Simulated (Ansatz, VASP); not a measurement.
## Two plane-wave programs on TiH2

```
Ti H
1.0
    -1.61760    1.61760    2.16398
     1.61760   -1.61760    2.16398
     1.61760    1.61760   -2.16398
Ti H
1 2
Direct
  0.00000 0.00000 0.00000
  0.75000 0.25000 0.50000
  0.25000 0.75000 0.50000
```

Alike in both runs: functional r2SCAN; k mesh 13 × 13 × 13; occupations fermi-dirac, width 0.1 eV; no spin polarisation.

Ansatz relaxed the structure, and its values are those at the end. VASP's run is a single point on that final structure, the one shown.

|  | VASP | Ansatz |
| --- | --- | --- |
| version | VASP 6.6.1 | Ansatz 0.2.0 |
| potentials or method | VASP PAW PBE potentials, release 64 (Ti_sv, H), cutoff 520 eV | PAW plane waves |
| valence electrons in the cell | 14 | 14 |

Ansatz gave:

| Quantity | Value |
| --- | --- |
| pressure (GPa) | -7.7 |

**Question.** What did VASP give for the same quantities?

**Answer.** Pressure (GPa): -7.4.

VASP's potentials were made for PBE, not for r2SCAN. The functional is the same, so the differences come from potentials, cutoffs and numerics. Ansatz's warnings: stress scf threshold loose.
